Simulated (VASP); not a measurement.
**YGaF4: relaxation of cell and atoms with PBE**

The system is YGaF4.

```
CELL_PARAMETERS angstrom
3.38562 0.00000 0.00000
-1.69281 2.93204 0.00000
0.00000 0.00000 7.31295
ATOMIC_POSITIONS crystal
Y 0.00000 0.00000 0.50000
Ga 0.00000 0.00000 0.00000
F 0.33333 0.66667 0.25000
F 0.33333 0.66667 0.75000
F 0.66667 0.33333 0.25000
F 0.66667 0.33333 0.75000
```

```json
{
 "Program": "VASP 6.6.1",
 "Task": "relaxation of cell and atoms",
 "Functional": "PBE",
 "Potentials or basis": "VASP PAW PBE potentials, release 64 (Y_sv, Ga_d, F)",
 "Cutoff": "600 eV",
 "k mesh": "6 × 6 × 4",
 "Occupations": "gaussian, width 0.1 eV",
 "Spin": "no spin polarisation",
 "Dipole correction": "no",
 "Further INCAR settings": "ALGO = Normal; EDIFF = 1e-07; IBRION = 2; EDIFFG = -0.04; NSW = 90; ISIF = 3"
}
```

```json
{"Relaxed volume": "13.57 Å³/atom", "Relaxed cell": "a = 3.875 Å, b = 3.875 Å, c = 6.262 Å, α = 90.00°, β = 90.00°, γ = 120.00°", "Space group after relaxing (to 0.05 Å)": "P6/mmm (No. 191)", "Energy gained by relaxing": "1266.9 meV/atom", "Ionic steps": "11", "Pressure after relaxing": "0.0 GPa", "Largest force after relaxing": "0.004 eV/Å", "Band gap on the k mesh": "2.35 eV, indirect (least direct gap 2.54 eV)"}
```

Forces in eV/Å, atoms in the order of the input:
```
Y    0.000  0.000  0.000
Ga   0.000  0.000  0.000
F    0.000  0.000  0.004
F    0.000  0.000 -0.004
F    0.000  0.000  0.004
F    0.000  0.000 -0.004
```

Stress tensor (GPa, compression positive):
```
-0.07  0.00  0.00
 0.00 -0.07  0.00
 0.00  0.00  0.07
```

Step by step:
```
step  energy change (eV)  largest force (eV/Å)  pressure (GPa)  volume (Å³)
   1              0.0000                2.5525           22.46        72.59
   2             -6.5984                1.4092          -10.75        88.67
   3             -6.5904                1.4711          -10.18        88.27
   4             -7.3245                0.6110           -2.37        78.67
   5             -7.3369                0.4102           -0.53        77.18
   6             -7.4502                0.3826            2.76        75.96
   7             -7.4610                0.3664            4.34        75.41
   8             -7.5513                0.2844            1.85        78.13
   9             -7.5938                0.1826           -0.72        81.61
  10             -7.5941                0.1757           -0.88        81.86
  11             -7.6015                0.0040           -0.02        81.44
```

Final structure:
```
Y Ga F
1.0
     3.87528    0.00000    0.00000
    -1.93764    3.35609    0.00000
     0.00000    0.00000    6.26156
Y Ga F
1 1 4
Direct
  0.00000 0.00000 0.50000
  0.00000 0.00000 0.00000
  0.33333 0.66667 0.30391
  0.33333 0.66667 0.69609
  0.66667 0.33333 0.30391
  0.66667 0.33333 0.69609
```

Levels at points of the mesh, in eV from the valence-band top:
```
           k point  band 22  band 23  band 24  band 25  band 26  band 27  band 28  band 29  band 30  band 31
(0.00, 0.00, 0.00)    -1.43    -1.43    -1.04    -1.04    -0.73     4.27     4.83     6.38     6.38     6.74
(0.50, 0.00, 0.00)    -1.30    -1.28    -1.19    -0.73    -0.29     3.45     4.83     5.23     6.23     6.48
(0.00, 0.00, 0.50)    -1.50    -0.97    -0.97    -0.83    -0.60     2.35     6.41     6.41     6.47     6.61
(0.50, 0.00, 0.50)    -1.36    -1.34    -0.73    -0.72    -0.30     2.75     3.62     6.06     6.34     6.59
```

It took 7.2 min on 1 thread of AMD EPYC 9R45 96-Core Processor (Zen 5) (shared host), peak memory 0.23 GiB.

A k mesh can miss the band edges.
